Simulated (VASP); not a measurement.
A run of VASP 6.6.1:

The input INCAR:

```
ALGO = Normal ; EDIFF = 1E-6
ENCUT = 520 ; GGA = PS
ISIF = 2 ; ISMEAR = -1
ISPIN = 2 ; LASPH = T
LCHARG = T ; LDAU = T
LDAUJ = 0 ; LDAUL = 2
LDAUPRINT = 1 ; LDAUTYPE = 2
LDAUU = 5.3 ; LELF = T
LMAXMIX = 4 ; LORBIT = 11
LREAL = F ; LVHAR = T
LWAVE = F ; MAGMOM = 4.31
NBANDS = 14 ; NELM = 150
NUPDOWN = 4.31 ; PREC = Accurate
SIGMA = 0.1
```

Contents of KPOINTS:

```
k-points
0
Gamma
  12 12 12
```

The input POSCAR:

```
Fe
1.0
   -1.4455000000      1.4455000000      1.4455000000
    1.4455000000     -1.4455000000      1.4455000000
    1.4455000000      1.4455000000     -1.4455000000
Fe
1
Direct
    0.0000000000      0.0000000000      0.0000000000
```

Potentials or basis: VASP PAW PBE potentials, release 64 (Fe).

The run is started by

```console
$ cat potpaw_PBE.64/Fe/POTCAR > POTCAR
$ mpirun -np 1 vasp_std > vasp.out
```

Hardware: 1 thread of Intel Xeon 8259CL, on a shared host.

Task: How long does it take, and how much memory?

Result: It took 53 s on 1 thread of Intel Xeon 8259CL (shared host), peak memory 0.15 GiB. Counts: scf iterations 16, k points 72.
